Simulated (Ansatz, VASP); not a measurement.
**Two plane-wave programs on SnTe**

```
CELL_PARAMETERS angstrom
0.00000 3.11856 3.11856
3.11856 0.00000 3.11856
3.11856 3.11856 0.00000
ATOMIC_POSITIONS crystal
Sn 0.00000 0.00000 0.00000
Te 0.50000 0.50000 0.50000
```

Alike in both runs: task single point; functional LDA; k mesh 10 × 10 × 10; occupations gaussian, width 0.03 eV; no spin polarisation.

|  | VASP | Ansatz |
| --- | --- | --- |
| version | VASP 6.6.1 | Ansatz 0.2.0 |
| potentials or method | VASP PAW LDA potentials, release 64 (Sn_d, Te), cutoff 520 eV | scalar-relativistic, plane waves, PAW |
| valence electrons in the cell | 20 | 30 |

|  | VASP | Ansatz | Ansatz less VASP |
| --- | --- | --- | --- |
| gap on the k mesh at the Fermi level (eV) | 0.21 | 0.20 | -0.013 |
| least direct gap on the mesh (eV) | 0.21 | 0.20 | -0.013 |
| pressure (GPa) | 0.0 | 0.0 | -0.04 |

LDA's correlation is that of Perdew and Zunger in VASP and of Perdew and Wang (1992) in Ansatz. VASP's potentials hold 20 valence electrons a cell and Ansatz's 30, so a difference there can come from the potentials and not from the codes.

Spin-orbit coupling is off throughout.
